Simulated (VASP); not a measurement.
# WSe (F-43m) in VASP: further runs

Runs on WSe. Level: PBEsol. Tasks: single point.

All numbers are computed with VASP 6.6.1; they aren't measurements. Logs are shortened: lines on timing, memory, paths and dates and some standing lists are left out, and cuts for length are marked.

### 1 The cell of the first run

The structure is cubic, space group F-43m (No. 216). Conventional cell: a = 5.585 Å, b = 5.585 Å, c = 5.585 Å, α = 90.00°, β = 90.00°, γ = 90.00°. Within 3.2 Å of W (site symmetry -43m) lie 4 Se at 2.42 Å. Se (site symmetry -43m) has 4 W at 2.42 Å within 3.2 Å.

### 2 Single point, PBEsol, collinear spin

File INCAR:

```
PREC = Accurate
ENCUT = 520
EDIFF = 1E-7
ISMEAR = 0
SIGMA = 0.1
LREAL = F
LASPH = T
NELM = 150
ALGO = Normal
ISIF = 2
LWAVE = F
LCHARG = T
ISPIN = 2
MAGMOM = 2.5 0
LORBIT = 11
LMAXMIX = 4
GGA = PS
LELF = T
LVHAR = T
NBANDS = 21
```

File KPOINTS:

```
regular mesh
0
Gamma
  14 14 14
```

File POSCAR:

```
WSe
1.0
    0.0000000000      2.7923343796      2.7923343796
    2.7923343796      0.0000000000      2.7923343796
    2.7923343796      2.7923343796      0.0000000000
W Se
1 1
Direct
    0.0000000000      0.0000000000      0.0000000000
    0.2500000000      0.2500000000      0.2500000000
```

Potentials or basis: VASP PAW PBE potentials, release 64 (W_sv, Se).

Started as:

```sh
$ cat potpaw_PBE.64/W_sv/POTCAR potpaw_PBE.64/Se/POTCAR > POTCAR
$ mpirun -np 1 vasp_std > vasp.out
```

OUTCAR:

```text
PREC = Accurate
   ENCUT = 520
   EDIFF = 1E-7
   ISMEAR = 0
   LREAL = F
   LASPH = T
   NELM = 150
   ISIF = 2
   ISPIN = 2
   LORBIT = 11
   GGA = PS

 ion  position               nearest neighbor table
   1  0.000  0.000  0.000-   2 2.42   2 2.42   2 2.42   2 2.42
   2  0.250  0.250  0.250-   1 2.42   1 2.42   1 2.42   1 2.42

  LATTYP: Found a face centered cubic cell.
 ALAT       =     5.5846687592

  Lattice vectors:

 A1 = (   0.0000000000,   2.7923343796,   2.7923343796)
 A2 = (   2.7923343796,   0.0000000000,   2.7923343796)
 A3 = (   2.7923343796,   2.7923343796,   0.0000000000)

Analysis of symmetry for initial positions (statically):
=====================================================================
 Subroutine PRICEL returns:
 Original cell was already a primitive cell.

 Routine SETGRP: Setting up the symmetry group for a
 face centered cubic supercell.

 Subroutine GETGRP returns: Found 24 space group operations
 (whereof 24 operations were pure point group operations)
 out of a pool of 48 trial point group operations.

The static configuration has the point symmetry T_d .

Analysis of symmetry for dynamics (positions and initial velocities):
=====================================================================
 Subroutine PRICEL returns:
 Original cell was already a primitive cell.

 Routine SETGRP: Setting up the symmetry group for a
 face centered cubic supercell.

 Subroutine GETGRP returns: Found 24 space group operations
 (whereof 24 operations were pure point group operations)
 out of a pool of 48 trial point group operations.

The dynamic configuration has the point symmetry T_d .

Analysis of structural, dynamic, and magnetic symmetry:
=====================================================================
 Subroutine PRICEL returns:
 Original cell was already a primitive cell.

 Routine SETGRP: Setting up the symmetry group for a
 face centered cubic supercell.

 Subroutine GETGRP returns: Found 24 space group operations
 (whereof 24 operations were pure point group operations)
 out of a pool of 48 trial point group operations.

The overall configuration has the point symmetry T_d .

 Subroutine INISYM returns: Found 24 space group operations
 (whereof 24 operations are pure point group operations),
 and found     1 'primitive' translations

----------------------------------------------------------------------------------------

[... 114 lines left out ...]
  Fermi-wavevector in a.u.,A,eV,Ry     =   1.263109  2.386929 21.707329  1.595444
  Thomas-Fermi vector in A             =   2.396483
   LORBIT       =     11    0 simple, 1 ext, 2 COOP (PROOUT), +10 PAW based schemes
   GGA     = PS    functional components
   LHFCALC =     F    Hartree Fock is set to
   AEXX    =    0.0000 exact exchange contribution
   IVDW    =     0    specifies the selected vdW correction
   LEPSILON=     F    determine dielectric tensor
   LRPA    =     F    only Hartree local field effects (RPA)
 spin polarized calculation
 Gauss-broadening in eV      SIGMA  =   0.10
  energy-cutoff  :      520.00
  volume of cell :       43.54
 maximum number of plane-waves:      1211
 NGX is ok and might be reduce to    30
   NGX = 15   NGY = 15   NGZ = 15

 number of electron      20.0000000 magnetization       0.0012579

 number of electron      20.0000000 magnetization      -0.0001698

 Free energy of the ion-electron system (eV)
  ---------------------------------------------------
  ext. energy  EPLUGINS =         0.00000000
  ---------------------------------------------------
  free energy    TOTEN  =       -15.58016228 eV

  energy without entropy =      -15.56625589  energy(sigma->0) =      -15.57320909

 E-fermi :   6.3471     XC(G=0): -10.8199

 val. band max:        6.3415977224   @ k =  -0.4286   0.0714   0.0000
 cond. band min:       6.3543535657   @ k =   0.4286   0.0000   0.0000
 fundamental gap:      0.0127558433
 Fermi energy:         6.3470944587

 spin component 1

 k-point     1 :       0.0000    0.0000    0.0000
  band No.  band energies     occupation
      1     -67.5644      1.00000
      2     -31.8534      1.00000
      3     -31.8534      1.00000
      4     -31.8534      1.00000
      5      -9.1537      1.00000
      6       0.9567      1.00000
[... 565 lines left out ...]
     20      20.0752      0.00000
     21      22.1227      0.00000

 [... further k-points ...]

 spin component 2

 k-point     1 :       0.0000    0.0000    0.0000
  band No.  band energies     occupation
      1     -67.5645      1.00000
      2     -31.8535      1.00000
      3     -31.8535      1.00000
      4     -31.8535      1.00000
      5      -9.1537      1.00000
      6       0.9566      1.00000
[... 565 lines left out ...]
     20      20.0751      0.00000
     21      22.1227      0.00000

 [... further k-points ...]

------------------------ aborting loop because EDIFF is reached ----------------------------------------

  FORCE on cell =-STRESS in cart. coord.  units (eV):
  Direction    XX          YY          ZZ          XY          YZ          ZX
  --------------------------------------------------------------------------------------
  -------------------------------------------------------------------------------------
  Total        0.1078849      0.1078849      0.1078849      0.0000000      0.0000000      0.0000000
  in kB        3.9695275      3.9695275      3.9695275      0.0000000      0.0000000      0.0000000
  external PRESSURE =       3.9695275 kB  Pullay stress =       0.0000000 kB

 VOLUME and BASIS-vectors are now :
 -----------------------------------------------------------------------------
  energy-cutoff  :      520.00
  volume of cell :       43.54
      direct lattice vectors                 reciprocal lattice vectors
     0.000000000  2.792334380  2.792334380    -0.179061650  0.179061650  0.179061650
     2.792334380  0.000000000  2.792334380     0.179061650 -0.179061650  0.179061650
     2.792334380  2.792334380  0.000000000     0.179061650  0.179061650 -0.179061650

 POSITION                                       TOTAL-FORCE (eV/Angst)
 -----------------------------------------------------------------------------------
      0.00000      0.00000      0.00000         0.000000      0.000000      0.000000
      1.39617      1.39617      1.39617        -0.000000     -0.000000     -0.000000
 -----------------------------------------------------------------------------------
    total drift:                                0.000000      0.000000      0.000000

  FREE ENERGIE OF THE ION-ELECTRON SYSTEM (eV)
  ---------------------------------------------------
  free  energy   TOTEN  =       -15.5801622756 eV

  energy  without entropy=      -15.5662558947  energy(sigma->0) =      -15.57320909

 total charge

# of ion       s       p       d       tot
------------------------------------------
    1        2.319   6.174   3.602  12.095
    2        1.418   2.433   0.183   4.035
--------------------------------------------------
tot          3.737   8.607   3.785  16.129

 magnetization (x)

# of ion       s       p       d       tot
------------------------------------------
    1       -0.000  -0.000  -0.000  -0.000
    2       -0.000   0.000  -0.000  -0.000
--------------------------------------------------
tot         -0.000   0.000  -0.000  -0.000
```

stdout:

```text
POSCAR found type information on POSCAR W Se
 POSCAR found :  2 types and       2 ions
 scaLAPACK will be used
 -----------------------------------------------------------------------------
|                                                                             |
|                                                                             |
|     You enforced a specific xc type in the INCAR file but a different       |
|     I HOPE YOU KNOW WHAT YOU ARE DOING!                                     |
|                                                                             |
 -----------------------------------------------------------------------------

 LDA part: xc-table for (Slater+PW92), standard interpolation
 POSCAR, INCAR and KPOINTS ok, starting setup
 FFT: planning ... GRIDC
 FFT: planning ... GRID_SOFT
 FFT: planning ... GRID
 WAVECAR not read
 entering main loop
```

Run time: 2.2 min. Hardware: 1 thread of AMD EPYC 9R45 (Zen 5), shared host; peak memory 0.26 GiB.

Results:

```yaml
Free_energy: -15.5802 eV
Pressure: 0.4 GPa
Band_gap_on_the_k_mesh: zero (filled and empty bands overlap)
Net_moment: 0.00 μB per cell
Valence_electrons_inside_the_program's_atomic_spheres: W 12.10; Se 4.04
```

Caveat: the PAW data sets were made with another functional, which shifts forces and pressure a little; spin-orbit coupling is left out, which moves the levels of the heavy elements.

### 3 Single point, PBEsol, collinear spin

This run uses another cell than the first one, of 26.13 Å³/atom.

File INCAR:

```
ALGO     = Normal         # electronic algorithm
EDIFF    = 1E-6           # SCF threshold, eV
ENCUT    = 520            # plane-wave cutoff, eV
GGA      = PS             # functional
ISIF     = 2              # what is computed and relaxed
ISMEAR   = 0              # smearing method
ISPIN    = 2              # spin polarisation
LASPH    = T              # aspherical terms in the spheres
LCHARG   = T              # write CHGCAR
LELF     = T              # ELF
LMAXMIX  = 4              # l up to which the mixer works
LORBIT   = 11             # projections on sites
LREAL    = F              # projectors in reciprocal space
LVHAR    = T            
LWAVE    = F              # write WAVECAR
MAGMOM   = 2.5 0          # initial moments
NBANDS   = 21             # bands
NELM     = 150            # most SCF steps
PREC     = Accurate       # precision mode
SIGMA    = 0.1            # smearing width, eV
```

File KPOINTS:

```
k-points
0
Gamma
  14 14 14
```

File POSCAR:

```
WSe
1.0
    0.0000000000      2.9672980552      2.9672980552
    2.9672980552      0.0000000000      2.9672980552
    2.9672980552      2.9672980552      0.0000000000
W Se
1 1
Direct
    0.0000000000      0.0000000000      0.0000000000
    0.2500000000      0.2500000000      0.2500000000
```

Potentials or basis: VASP PAW PBE potentials, release 64 (W_sv, Se).

Started as:

```sh
$ cat potpaw_PBE.64/W_sv/POTCAR potpaw_PBE.64/Se/POTCAR > POTCAR
$ mpirun -np 1 vasp_std > vasp.out
```

OUTCAR:

```text
EDIFF = 1E-6
   ENCUT = 520
   GGA = PS
   ISIF = 2
   ISMEAR = 0
   ISPIN = 2
   LASPH = T
   LORBIT = 11
   LREAL = F
   NELM = 150
   PREC = Accurate

 ion  position               nearest neighbor table
   1  0.000  0.000  0.000-   2 2.57   2 2.57   2 2.57   2 2.57
   2  0.250  0.250  0.250-   1 2.57   1 2.57   1 2.57   1 2.57

  LATTYP: Found a face centered cubic cell.
 ALAT       =     5.9345961104

  Lattice vectors:

 A1 = (   0.0000000000,   2.9672980552,   2.9672980552)
 A2 = (   2.9672980552,   0.0000000000,   2.9672980552)
 A3 = (   2.9672980552,   2.9672980552,   0.0000000000)

Analysis of symmetry for initial positions (statically):
=====================================================================
 Subroutine PRICEL returns:
 Original cell was already a primitive cell.

 Routine SETGRP: Setting up the symmetry group for a
 face centered cubic supercell.

[... 771 lines left out ...]
      1     -69.3185      1.00000
      2     -33.4301      1.00000
      3     -33.4301      1.00000
      4     -33.4301      1.00000
      5     -10.0141      1.00000
      6       0.0526      1.00000
[... 565 lines left out ...]
     20      17.0200      0.00000
     21      19.1734      0.00000

 [... further k-points ...]

------------------------ aborting loop because EDIFF is reached ----------------------------------------

  FORCE on cell =-STRESS in cart. coord.  units (eV):
  Direction    XX          YY          ZZ          XY          YZ          ZX
  --------------------------------------------------------------------------------------
  -------------------------------------------------------------------------------------
  Total       -4.7761549     -4.7761549     -4.7761549      0.0000000     -0.0000000      0.0000000
  in kB     -146.4453119   -146.4453119   -146.4453119      0.0000000     -0.0000000      0.0000000
  external PRESSURE =    -146.4453119 kB  Pullay stress =       0.0000000 kB

 VOLUME and BASIS-vectors are now :
 -----------------------------------------------------------------------------
  energy-cutoff  :      520.00
  volume of cell :       52.25
      direct lattice vectors                 reciprocal lattice vectors
     0.000000000  2.967298055  2.967298055    -0.168503464  0.168503464  0.168503464
     2.967298055  0.000000000  2.967298055     0.168503464 -0.168503464  0.168503464
     2.967298055  2.967298055  0.000000000     0.168503464  0.168503464 -0.168503464

 POSITION                                       TOTAL-FORCE (eV/Angst)
 -----------------------------------------------------------------------------------
      0.00000      0.00000      0.00000         0.000000      0.000000      0.000000
      1.48365      1.48365      1.48365        -0.000000     -0.000000     -0.000000
 -----------------------------------------------------------------------------------
    total drift:                               -0.000000     -0.000000     -0.000000

  FREE ENERGIE OF THE ION-ELECTRON SYSTEM (eV)
  ---------------------------------------------------
  free  energy   TOTEN  =       -15.1394388012 eV

  energy  without entropy=      -15.1276068815  energy(sigma->0) =      -15.13352284

 total charge

# of ion       s       p       d       tot
------------------------------------------
    1        2.292   6.119   3.404  11.815
    2        1.418   2.325   0.114   3.857
--------------------------------------------------
tot          3.710   8.444   3.518  15.672

 magnetization (x)

# of ion       s       p       d       tot
------------------------------------------
    1        0.037   0.014   1.064   1.114
    2       -0.005  -0.047   0.023  -0.029
--------------------------------------------------
tot          0.032  -0.033   1.086   1.085
```

stdout:

```text
POSCAR found type information on POSCAR W Se
 POSCAR found :  2 types and       2 ions
 scaLAPACK will be used
 -----------------------------------------------------------------------------
|                                                                             |
|                                                                             |
|     You enforced a specific xc type in the INCAR file but a different       |
|     I HOPE YOU KNOW WHAT YOU ARE DOING!                                     |
|                                                                             |
 -----------------------------------------------------------------------------

 LDA part: xc-table for (Slater+PW92), standard interpolation
 POSCAR, INCAR and KPOINTS ok, starting setup
 FFT: planning ... GRIDC
 FFT: planning ... GRID_SOFT
 FFT: planning ... GRID
 WAVECAR not read
 entering main loop
```

It took 79 s on 1 thread of AMD EPYC 9R45 (Zen 5), shared host; peak memory 0.29 GiB.

Results:

```yaml
Free_energy: -15.1394 eV
Pressure: -14.6 GPa
Net_moment: 1.41 μB per cell
Site_moments: W +1.11; Se -0.03 μB
Valence_electrons_inside_the_program's_atomic_spheres: W 11.81; Se 3.86
```

Levels at points of the mesh, in eV from the Fermi level:
Spin up:
```
           k point  band 8  band 9  band 10  band 11  band 12  band 13  band 14  band 15
(0.00, 0.00, 0.00)   -4.88   -0.94    -0.94    -0.30     3.59     3.59     3.59     6.20
(0.50, 0.00, 0.00)   -4.58   -0.63    -0.63    -0.53     1.66     1.66     2.31     7.03
(0.50, 0.50, 0.00)   -4.07   -1.61    -0.98    -0.24     0.41     0.41     5.00     5.85
```
Spin down:
| k point | band 5 | band 6 | band 7 | band 8 | band 9 | band 10 | band 11 | band 12 | band 13 | band 14 |
| --- | --- | --- | --- | --- | --- | --- | --- | --- | --- | --- |
| (0.00, 0.00, 0.00) | -14.70 | -4.63 | -4.63 | -4.63 | 0.05 | 0.12 | 0.12 | 3.96 | 3.96 | 3.96 |
| (0.50, 0.00, 0.00) | -14.15 | -5.72 | -4.32 | -4.32 | 0.04 | 0.38 | 0.38 | 2.11 | 2.11 | 2.71 |
| (0.50, 0.50, 0.00) | -13.97 | -6.02 | -3.91 | -3.91 | -1.16 | -0.08 | 0.92 | 0.97 | 0.97 | 5.43 |

Caveat: the cell stands under tension; the PAW data sets were made with another functional, which shifts forces and pressure a little; spin-orbit coupling is left out, which moves the levels of the heavy elements.
